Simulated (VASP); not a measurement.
A run of VASP 6.6.1 is set up as follows.

Contents of INCAR:

```
SYSTEM = As
PREC     = Accurate       ! precision mode
ENCUT    = 600            ! plane-wave cutoff, eV
EDIFF    = 1E-7           ! SCF threshold, eV
ISMEAR   = -1             ! smearing method
SIGMA    = 0.05           ! smearing width, eV
LREAL    = .FALSE.        ! projectors in reciprocal space
LASPH    = .TRUE.         ! aspherical terms in the spheres
NELM     = 80             ! most SCF steps
ALGO     = Normal         ! electronic algorithm
ISIF     = 3              ! what is computed and relaxed
LWAVE    = .FALSE.        ! write WAVECAR
LCHARG   = .FALSE.        ! write CHGCAR
GGA      = RE             ! functional
IVDW     = 12             ! dispersion correction
IBRION   = 2              ! ionic algorithm
NSW      = 60             ! ionic steps
EDIFFG   = -0.01          ! ionic threshold
```

KPOINTS

```
Automatic mesh
0
G
  10 10 10
  0 0 0
```

The input POSCAR:

```
As
1.0
    2.7036817444      0.0000000000      0.0000000000
    0.0000000000      2.7036817444      0.0000000000
    0.0000000000      0.0000000000      2.7036817444
As
1
Direct
    0.5000000000      0.5000000000      0.5000000000
```

Potentials or basis: VASP PAW PBE potentials, release 64 (As).

The run is started by

```sh
$ cat potpaw_PBE.64/As/POTCAR > POTCAR
$ mpirun -np 1 vasp_std > vasp.out
```

Problem. Estimate the relaxed cell.

Solution. a = 2.665 Å, b = 2.665 Å, c = 2.665 Å, α = 90.00°, β = 90.00°, γ = 90.00°.

Problem. Predict the space group after relaxing (to 0.05 Å).

Solution. Pm-3m (No. 221).

Step by step:
| step | energy change (eV) | largest force (eV/Å) | pressure (GPa) | volume (Å³) |
| --- | --- | --- | --- | --- |
| 1 | 0.0000 | 0.0000 | -3.78 | 19.76 |
| 2 | -0.0066 | 0.0000 | 2.60 | 18.46 |
| 3 | -0.0103 | 0.0000 | 0.00 | 18.93 |

Caveat: the PAW data sets were made with another functional, which shifts forces and pressure a little; pairwise dispersion overbinds metals, which lowers pressure and volume.
